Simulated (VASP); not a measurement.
Here is a VASP 6.6.1 calculation.

Contents of INCAR:

```
SYSTEM = BaZrO3
PREC = Accurate
ENCUT = 520
EDIFF = 1E-7
ISMEAR = -1
SIGMA = 0.02
LREAL = .False.
LASPH = .True.
NELM = 80
ALGO = Normal
ISIF = 2
LWAVE = .False.
LCHARG = .False.
NBANDS = 28
```

KPOINTS

```
Automatic mesh
0
Gamma
  6 6 6
  0 0 0
```

Contents of POSCAR:

```
BaZrO3
1.0
    4.1475187995      0.0000000000      0.0000000000
    0.0000000000      4.1475187995      0.0000000000
    0.0000000000      0.0000000000      4.1475187995
Ba Zr O
1 1 3
Direct
    0.0000000000      0.0000000000      0.0000000000
    0.5000000000      0.5000000000      0.5000000000
    0.0000000000      0.5000000000      0.5000000000
    0.5000000000      0.0000000000      0.5000000000
    0.5000000000      0.5000000000      0.0000000000
```

Potentials or basis: VASP PAW LDA potentials, release 64 (Ba_sv, Zr_sv, O).

Run with:

```sh
$ cat potpaw_LDA.64/Ba_sv/POTCAR potpaw_LDA.64/Zr_sv/POTCAR potpaw_LDA.64/O/POTCAR > POTCAR
$ mpirun -np 1 vasp_std > vasp.out
```

(1) Estimate the pressure.

(2) What does it give for the band gap on the k mesh?

## Answers

(1) 1.5 GPa.

(2) 3.13 eV (least direct gap 3.31 eV).

Caveat: spin-orbit coupling is left out, which moves the levels of the heavy elements.
